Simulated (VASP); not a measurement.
# Ga9N8 (a cell with a defect) in VASP: a series of runs, part 2 of 2

VASP 6.6.1.

**5. Single point, PBE**

Input file INCAR:

```
PREC = Accurate ; ENCUT = 520
EDIFF = 1E-6 ; ISMEAR = 0
SIGMA = 0.02 ; LREAL = Auto
LASPH = True ; NELM = 80
ALGO = Normal ; ISIF = 2
LWAVE = False ; LCHARG = False
GGA = PE ; NBANDS = 92
```

Input file KPOINTS:

```
regular mesh
0
Gamma
  3 3 3
```

Input file POSCAR:

```
Ga9N8
1.0
    4.5484769843      0.0000000000      4.5484769843
    0.0000000000     -4.5484769843      4.5484769843
    4.5484769843     -4.5484769843      0.0000000000
Ga N
9 8
Direct
    0.0094911990      0.4803472695      0.5378577287
   -0.0038387575     -0.0019572486      0.5012481118
    0.5052981488      0.4904951718      0.4789018407
    0.5160543866      0.0249535175      0.4578351187
   -0.0272800105      0.4851704225      1.0469149380
   -0.0283286033      0.0423895736      1.0103876563
    0.6567728078      0.4607014628      0.9338035599
    0.4907730671      0.0044902942      0.9911348382
    0.2811747766      0.7145816086      0.8155897046
    0.0774879155      0.6427663612      0.1639915960
    0.1263365742      0.1199014531      0.1409874123
    0.6069525051      0.6420251240      0.1247036100
    0.6043299789      0.1356293551      0.1071934631
    0.1405094501      0.6291765375      0.6567042134
    0.1471520033      0.0929578189      0.6263198670
    0.6218449626      0.6517587118      0.5721441504
    0.6265261998      0.1226610582      0.6166063959
```

Potentials or basis: VASP PAW PBE potentials, release 64 (Ga_d, N).

Started as:

```sh
$ cat potpaw_PBE.64/Ga_d/POTCAR potpaw_PBE.64/N/POTCAR > POTCAR
$ mpirun -np 1 vasp_std > vasp.out
```

OUTCAR:

```text
PREC = Accurate
   ENCUT = 520
   EDIFF = 1E-6
   ISMEAR = 0
   LREAL = Auto
   LASPH = True
   NELM = 80
   ISIF = 2
   GGA = PE

 ion  position               nearest neighbor table
   1  0.009  0.480  0.538-  10 1.99  15 2.05  14 2.10  16 2.10   7 2.42
   2  0.996  0.998  0.501-  11 1.89  17 1.94  15 1.96  14 1.96   9 2.73
   3  0.505  0.490  0.479-  12 1.87  17 1.93  16 1.96  14 1.96   9 2.60   5 2.90
   4  0.516  0.025  0.458-  13 1.85  17 1.94  15 1.96  16 1.97   9 2.55   6 2.91
   5  0.973  0.485  0.047-  11 1.93  12 1.94  10 2.00  14 2.07   9 2.47   7 2.57   3 2.90
   6  0.972  0.042  0.010-  11 1.92  13 1.95  15 2.06  10 2.10   7 2.41   9 2.44   4 2.91
   7  0.657  0.461  0.934-  12 1.91  13 1.93  16 2.09   9 2.39   6 2.41   1 2.42   5 2.57
   8  0.491  0.004  0.991-  13 1.90  12 1.91  11 1.92  17 1.97
   9  0.281  0.715  0.816-  10 1.89  16 1.93  15 2.03  14 2.04   7 2.39   6 2.44   5 2.47   4 2.55
                             3 2.60   2 2.73
  10  0.077  0.643  0.164-   9 1.89   1 1.99   5 2.00   6 2.10
  11  0.126  0.120  0.141-   2 1.89   8 1.92   6 1.92   5 1.93
  12  0.607  0.642  0.125-   3 1.87   8 1.91   7 1.91   5 1.94
  13  0.604  0.136  0.107-   4 1.85   8 1.90   7 1.93   6 1.95
  14  0.141  0.629  0.657-   2 1.96   3 1.96   9 2.04   5 2.07   1 2.10
  15  0.147  0.093  0.626-   2 1.96   4 1.96   9 2.03   1 2.05   6 2.06
  16  0.622  0.652  0.572-   9 1.93   3 1.96   4 1.97   7 2.09   1 2.10
  17  0.627  0.123  0.617-   3 1.93   4 1.94   2 1.94   8 1.97

  LATTYP: Found a face centered cubic cell.
 ALAT       =     9.0969539686

  Lattice vectors:

 A1 = (   4.5484769843,   0.0000000000,   4.5484769843)
 A2 = (   0.0000000000,  -4.5484769843,   4.5484769843)
 A3 = (   4.5484769843,  -4.5484769843,   0.0000000000)

Analysis of symmetry for initial positions (statically):
=====================================================================
 Subroutine PRICEL returns:
 Original cell was already a primitive cell.

 Routine SETGRP: Setting up the symmetry group for a
 face centered cubic supercell.

 Subroutine GETGRP returns: Found  1 space group operations
 (whereof  1 operations were pure point group operations)
 out of a pool of 48 trial point group operations.

The static configuration has the point symmetry C_1 .

Analysis of symmetry for dynamics (positions and initial velocities):
=====================================================================
 Subroutine PRICEL returns:
 Original cell was already a primitive cell.

 Routine SETGRP: Setting up the symmetry group for a
 face centered cubic supercell.

 Subroutine GETGRP returns: Found  1 space group operations
 (whereof  1 operations were pure point group operations)
 out of a pool of 48 trial point group operations.

The dynamic configuration has the point symmetry C_1 .

 Subroutine INISYM returns: Found  1 space group operations
 (whereof  1 operations are pure point group operations),
 and found     1 'primitive' translations

----------------------------------------------------------------------------------------

                                     Primitive cell

  volume of cell :     188.2036

  direct lattice vectors                    reciprocal lattice vectors
     4.548476984  0.000000000  4.548476984     0.109926906  0.109926906  0.109926906
     0.000000000 -4.548476984  4.548476984    -0.109926906 -0.109926906  0.109926906
     4.548476984 -4.548476984  0.000000000     0.109926906 -0.109926906 -0.109926906
[... 85 lines left out ...]
   k-points           NKPTS =     14   k-points in BZ     NKDIM =     14   number of bands    NBANDS=     92
   number of dos      NEDOS =    301   number of ions     NIONS =     17
   total plane-waves  NPLWV = 110592
   dimension x,y,z NGX =    48 NGY =   48 NGZ =   48
   dimension x,y,z NGXF=    96 NGYF=   96 NGZF=   96
   ions per type =               9   8
   NGX,Y,Z   is equivalent  to a cutoff of  12.41, 12.41, 12.41 a.u.
   NGXF,Y,Z  is equivalent  to a cutoff of  24.81, 24.81, 24.81 a.u.
 SYSTEM =  unknown system
   PREC   = accura    normal or accurate (medium, high low for compatibility)
   ISTART =      0    job   : 0-new  1-cont  2-samecut
   ICHARG =      2    charge: 1-file 2-atom 10-const
   ISPIN  =      1    spin polarized calculation?
   LNONCOLLINEAR =      F non collinear calculations
   LSORBIT =      F    spin-orbit coupling
   LASPH  =      T    aspherical Exc in radial PAW
   ENCUT  =  520.0 eV  38.22 Ry    6.18 a.u.  11.96 11.96 11.96*2*pi/ulx,y,z
   NELM   =     80;   NELMIN=  2; NELMDL= -5     # of ELM steps
   EDIFF  = 0.1E-05   stopping-criterion for ELM
   LREAL  =      T    real-space projection
   EDIFFG = 0.1E-04   stopping-criterion for IOM
   NSW    =      0    number of steps for IOM
   IBRION =     -1    ionic relax: 0-MD 1-quasi-New 2-CG
   NFREE  =      0    steps in history (QN), initial steepest desc. (CG)
   ISIF   =      2    stress and relaxation
   ISYM   =      2    0-nonsym 1-usesym 2-fastsym
   POTIM  = 0.5000    time-step for ionic-motion
   TEBEG  =    0.0;   TEEND  =   0.0 temperature during run
   PSTRESS=    0.0 pullay stress
   NELECT =     157.0000    total number of electrons
   NUPDOWN=      -1.0000    fix difference up-down
   EMIN   =  10.00;   EMAX   =-10.00  energy-range for DOS
   EFERMI =   0.00;   METHOD = LEGACY
   ISMEAR =     0;   SIGMA  =   0.02  broadening in eV -4-tet -1-fermi 0-gaus
   EFERMI_NEDOS =   21; number of points for ismear=-14 and -15
   IALGO  =     38    algorithm
   IMIX   =      4    mixing-type and parameters
     AMIX     =   0.40;   BMIX     =  1.00
     AMIX_MAG =   1.60;   BMIX_MAG =  1.00
  volume/ion in A,a.u.               =      11.07        74.71
  Fermi-wavevector in a.u.,A,eV,Ry     =   1.541104  2.912265 32.313873  2.375003
  Thomas-Fermi vector in A             =   2.647097
   LORBIT       =      0    0 simple, 1 ext, 2 COOP (PROOUT), +10 PAW based schemes
   GGA     = PE    functional components
   LHFCALC =     F    Hartree Fock is set to
   AEXX    =    0.0000 exact exchange contribution
   IVDW    =     0    specifies the selected vdW correction
   LEPSILON=     F    determine dielectric tensor
   LRPA    =     F    only Hartree local field effects (RPA)
 non-spin polarized calculation
 Gauss-broadening in eV      SIGMA  =   0.02
  energy-cutoff  :      520.00
  volume of cell :      188.20
 maximum number of plane-waves:      5066
   NGX = 23   NGY = 23   NGZ = 23

 number of electron     157.0000005 magnetization

 Free energy of the ion-electron system (eV)
  ---------------------------------------------------
  ext. energy  EPLUGINS =         0.00000000
  ---------------------------------------------------
  free energy    TOTEN  =       -90.41022677 eV

  energy without entropy =      -90.40859144  energy(sigma->0) =      -90.40940911

 E-fermi :   8.9623     XC(G=0): -11.9963

 val. band max:        8.7353987425   @ k =   0.0000   0.0000   0.0000
 cond. band min:       8.9651758731   @ k =   0.0000   0.3333   0.3333
 fundamental gap:      0.2297771306
 Fermi energy:         8.9623090757

 k-point     1 :       0.0000    0.0000    0.0000
  band No.  band energies     occupation
      1     -10.6252      2.00000
      2      -9.7521      2.00000
      3      -9.6353      2.00000
      4      -9.5574      2.00000
      5      -9.4397      2.00000
      6      -9.3989      2.00000
[... 1291 lines left out ...]
     89      12.8207      0.00000
     90      13.1727      0.00000
 [bands above 90 left out]

------------------------ aborting loop because EDIFF is reached ----------------------------------------

  FORCE on cell =-STRESS in cart. coord.  units (eV):
  Direction    XX          YY          ZZ          XY          YZ          ZX
  --------------------------------------------------------------------------------------
  -------------------------------------------------------------------------------------
  Total       25.3296930     28.2139724     28.8092795      4.0273556      2.2824229      4.7360119
  in kB      215.6316511    240.1855187    245.2533677     34.2848738     19.4302642     40.3176648
  external PRESSURE =     233.6901792 kB  Pullay stress =       0.0000000 kB

 VOLUME and BASIS-vectors are now :
 -----------------------------------------------------------------------------
  energy-cutoff  :      520.00
  volume of cell :      188.20
      direct lattice vectors                 reciprocal lattice vectors
     4.548476984  0.000000000  4.548476984     0.109926906  0.109926906  0.109926906
     0.000000000 -4.548476984  4.548476984    -0.109926906 -0.109926906  0.109926906
     4.548476984 -4.548476984  0.000000000     0.109926906 -0.109926906 -0.109926906

 POSITION                                       TOTAL-FORCE (eV/Angst)
 -----------------------------------------------------------------------------------
      2.48960     -4.63128      2.22802         0.021165      0.030394      0.033984
      6.81093     -6.81949      9.07059         0.027480     -0.020814      0.016121
      4.47661     -4.40928      4.52934        -0.049085      0.034072      0.031160
      4.42971     -2.19595      2.46076        -0.024128     -0.034140      0.002340
      4.63779     -2.42018      6.63118        -0.059092      0.020493     -0.009902
      4.46687     -0.24006      4.61243         0.128226      0.006951     -0.157463
[... 9 lines left out ...]
      5.43083     -5.56689      5.79296        -0.055432      0.070049      0.070663
      5.65436     -3.36254      3.40766        -0.004469     -0.019716     -0.000926
 -----------------------------------------------------------------------------------
    total drift:                               -0.004432      0.002330      0.007504

  FREE ENERGIE OF THE ION-ELECTRON SYSTEM (eV)
  ---------------------------------------------------
  free  energy   TOTEN  =       -90.4102267709 eV

  energy  without entropy=      -90.4085914439  energy(sigma->0) =      -90.40940911
```

Wall time 11 min (1 thread of Intel Xeon Platinum 8259CL at 2.50GHz (Skylake/Cascade Lake), shared host); peak memory 0.4 GiB.

What came out:

* Free energy: -90.4102 eV
* Pressure: 23.4 GPa
* Largest force: 0.203 eV/Å
* Band gap on the k mesh: zero (an odd number of electrons rules out a gap without spin polarisation)

Forces on the atoms (eV/Å):
```
Ga   0.021  0.030  0.034
Ga   0.027 -0.021  0.016
Ga  -0.049  0.034  0.031
Ga  -0.024 -0.034  0.002
Ga  -0.059  0.020 -0.010
Ga   0.128  0.007 -0.157
Ga   0.048  0.070  0.090
Ga  -0.020 -0.047 -0.013
Ga   0.099  0.073 -0.019
N   -0.065 -0.050  0.010
N   -0.001 -0.026 -0.012
N   -0.071 -0.021 -0.007
N   -0.032 -0.068 -0.017
N   -0.007  0.019  0.021
N    0.064 -0.038 -0.040
N   -0.055  0.070  0.071
N   -0.004 -0.020 -0.001
```

Levels at points of the mesh, in eV from the Fermi level:
```
           k point  band 75  band 76  band 77  band 78  band 79  band 80  band 81  band 82
(0.00, 0.00, 0.00)    -3.68    -3.41    -3.10    -2.70    -1.58    -0.61    -0.38    -0.23
```

Caveat: the k points lie up to 0.40 Å⁻¹ apart, too coarse for converged energies and pressures of a metal.

**6. Single point, PBE**

Input file INCAR:

```
PREC     = Accurate       # precision mode
ENCUT    = 520            # plane-wave cutoff, eV
EDIFF    = 1E-6           # SCF threshold, eV
ISMEAR   = 0              # smearing method
SIGMA    = 0.02           # smearing width, eV
LREAL    = Auto         
LASPH    = True           # aspherical terms in the spheres
NELM     = 100            # most SCF steps
ALGO     = Normal         # electronic algorithm
ISIF     = 2              # what is computed and relaxed
LWAVE    = False          # write WAVECAR
LCHARG   = False          # write CHGCAR
GGA      = PE             # functional
NBANDS   = 92             # bands
```

Input file KPOINTS:

```
Automatic mesh
0
Gamma
  3 3 3
```

Input file POSCAR:

```
Ga9N8
1.0
    4.5484769843      0.0000000000      4.5484769843
    0.0000000000     -4.5484769843      4.5484769843
    4.5484769843     -4.5484769843      0.0000000000
Ga N
9 8
Direct
    0.0186129336      0.4763232852      0.5342233254
   -0.0025533822      0.0004032119      0.5071910901
    0.5122404726      0.4975197210      0.4665192343
    0.5122747698      0.0291354668      0.4664699871
   -0.0279212142      0.4852534173      1.0335147383
   -0.0279458378      0.0147761548      1.0334307541
    0.6708471892      0.4550356102      0.9245510122
    0.4878784718      0.0128133000      0.9918997096
    0.2937782261      0.6977147540      0.8162988431
    0.0788252862      0.6324433453      0.1619071620
    0.1225581666      0.1187661281      0.1454053747
    0.6045567581      0.6500157108      0.1135310790
    0.6045390599      0.1373604840      0.1134852395
    0.1470924229      0.6307734457      0.6475737945
    0.1471024262      0.0800808713      0.6474945372
    0.6296066815      0.6573849907      0.5610191079
    0.6274417810      0.1300713408      0.6178088863
```

Potentials or basis: VASP PAW PBE potentials, release 64 (Ga_d, N).

Started as:

```sh
$ cat potpaw_PBE.64/Ga_d/POTCAR potpaw_PBE.64/N/POTCAR > POTCAR
$ mpirun -np 1 vasp_std > vasp.out
```

Run time: 12 min. Hardware: 1 thread of Intel Xeon Platinum 8259CL at 2.50GHz (Skylake/Cascade Lake), shared host; peak memory 0.39 GiB.

It converged, with:

```
Free energy            : -90.4625 eV
Pressure               : 23.1 GPa
Largest force          : 0.035 eV/Å
Band gap on the k mesh : zero (an odd number of electrons rules out a gap without spin polarisation)
```

Forces in eV/Å, atoms in the order of the input:
```
Ga   0.007  0.008  0.008
Ga  -0.008  0.006  0.007
Ga  -0.018  0.016  0.009
Ga  -0.021  0.008  0.016
Ga  -0.004  0.007 -0.021
Ga  -0.001 -0.017  0.006
Ga   0.027 -0.006 -0.006
Ga   0.020 -0.010 -0.012
Ga   0.016 -0.005 -0.004
N    0.015 -0.009 -0.011
N    0.012 -0.002  0.000
N    0.001 -0.019 -0.010
N    0.002 -0.012 -0.018
N   -0.010  0.004  0.009
N   -0.008  0.010  0.005
N   -0.024  0.017  0.018
N   -0.006  0.003  0.003
```

Stress tensor (GPa, compression positive):
```
21.12  3.91  3.92
 3.91 24.11  2.09
 3.92  2.09 24.12
```

Levels at points of the mesh, in eV from the Fermi level:
| k point | band 74 | band 75 | band 76 | band 77 | band 78 | band 79 | band 80 | band 81 | band 82 | band 83 |
| --- | --- | --- | --- | --- | --- | --- | --- | --- | --- | --- |
| (0.00, 0.00, 0.00) | -3.94 | -3.64 | -3.38 | -3.15 | -2.66 | -1.48 | -0.57 | -0.38 | -0.23 | 0.67 |

Caveat: the k points lie up to 0.40 Å⁻¹ apart, too coarse for converged energies and pressures of a metal.

**7. Summary**

```tsv
cell	gap on the mesh (eV)	pressure (GPa)	largest force (eV/Å)
as given, atomic positions A	none	23.1	0.03
as given, atomic positions B	none	23.4	0.20
as given, atomic positions C	none	23.7	0.04
as given, atomic positions D	none	23.4	0.20
as given, atomic positions E	none	23.1	0.03
```

Alike in all rows: task single point; level PBE; potentials or basis VASP PAW PBE potentials, release 64 (Ga_d, N); no spin polarisation; k mesh 3 × 3 × 3; cutoff (eV) 520; smearing gaussian 0.02 eV.

Caveats: all runs use coarse meshes.

Absolute energies hang on the potentials; compare differences alone.
